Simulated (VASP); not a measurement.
**GaP: single point with PBE**

The system is GaP.

```
Ga P
1.0
     0.00000    2.85141    2.63167
     2.63167    0.00000    2.63167
     2.63167    2.85141    0.00000
Ga P
1 1
Direct
  0.00000 0.00000 0.00000
  0.75000 0.75000 0.75000
```

This cell differs from its parent crystal: volume 19.748 Å^3 an atom, c/a of the conventional cell 1.0835.

| Item | Value |
| --- | --- |
| Program | VASP 6.6.1 |
| Task | single point |
| Functional | PBE |
| Potentials or basis | VASP PAW PBE potentials, release 64 (Ga_d, P) |
| Cutoff | 520 eV |
| k mesh | 10 × 10 × 10 |
| Occupations | gaussian, width 0.05 eV |
| Spin | no spin polarisation |
| Dipole correction | no |
| Further INCAR settings | ALGO = Normal; EDIFF = 1e-06; NBANDS = 16 |

The pressure is 4.5 GPa and the band gap on the k mesh is 1.17 eV, indirect (least direct gap 1.80 eV).

Stress tensor (GPa, compression positive):
```
6.82 0.00 0.00
0.00 0.01 0.00
0.00 0.00 6.82
```

Levels at points of the mesh, in eV from the valence-band top:
| k point | band 5 | band 6 | band 7 | band 8 | band 9 | band 10 | band 11 | band 12 | band 13 | band 14 |
| --- | --- | --- | --- | --- | --- | --- | --- | --- | --- | --- |
| (0.00, 0.00, 0.00) | -14.66 | -12.84 | -0.52 | 0.00 | 0.00 | 1.80 | 3.70 | 3.70 | 3.87 | 8.53 |
| (0.50, 0.00, 0.00) | -14.65 | -10.69 | -6.93 | -1.67 | -0.96 | 1.42 | 4.42 | 4.87 | 8.22 | 10.73 |
| (0.50, 0.50, 0.00) | -14.64 | -9.63 | -6.84 | -3.13 | -3.07 | 1.26 | 1.38 | 10.14 | 10.21 | 11.29 |
| (0.50, 0.00, 0.50) | -14.65 | -10.02 | -7.39 | -2.54 | -2.54 | 1.84 | 2.15 | 10.62 | 10.62 | 10.70 |

Wall time 39 s on 1 thread of Intel(R) Xeon(R) 6975P-C (Granite Rapids) (shared host), peak memory 0.2 GiB.

 A k mesh can miss the band edges.
